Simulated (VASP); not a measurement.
Input of a VASP 6.6.1 run:

INCAR

```
SYSTEM = SnO3
  PREC = Accurate
  ENCUT = 520
  EDIFF = 1E-6
  ISMEAR = 0
  SIGMA = 0.02
  LREAL = .FALSE.
  LASPH = .TRUE.
  NELM = 100
  ALGO = Normal
  ISIF = 2
  LWAVE = .FALSE.
  LCHARG = .FALSE.
  GGA = PE
  NBANDS = 42
```

Contents of KPOINTS:

```
regular mesh
0
G
  6 8 8
  0 0 0
```

The input POSCAR:

```
SnO3
1.0
    6.1821941168      0.0000000000      0.0000000000
    0.0000000000      5.3230717109      2.1922500574
    0.0000000000     -5.3230717109      2.1922500574
Sn O
2 6
Direct
    0.2500000000      0.5071533408      0.2990751951
    0.7500000000      0.2990751951      0.5071533408
    0.2500000000      0.0668617621      0.8222500179
    0.7500000000      0.8222500179      0.0668617621
    0.0000000000      0.4785080028      0.4785080028
    0.5000000000      0.4785080028      0.4785080028
    0.2500000000      0.9788198105      0.5064239480
    0.7500000000      0.5064239480      0.9788198105
```

Potentials or basis: VASP PAW PBE potentials, release 64 (Sn_d, O).

Launch:

```console
$ cat potpaw_PBE.64/Sn_d/POTCAR potpaw_PBE.64/O/POTCAR > POTCAR
$ mpirun -np 1 vasp_std > vasp.out
```

Problem. Predict the pressure.

Solution. 0.4 GPa.

Problem. Predict the band gap on the k mesh.

Solution. 1.11 eV (least direct gap 1.17 eV).

Problem. Predict the largest force.

Solution. 0.189 eV/Å.

Forces in eV/Å, atoms in the order of the input:
```
Sn   0.000 -0.017 -0.016
Sn   0.000  0.017 -0.016
O    0.000 -0.107  0.064
O    0.000  0.107  0.064
O    0.000  0.000  0.007
O    0.000  0.000  0.007
O    0.000  0.181 -0.054
O    0.000 -0.181 -0.054
```

Caveat: spin-orbit coupling is left out, which moves the levels of the heavy elements. A k mesh can miss the band edges.
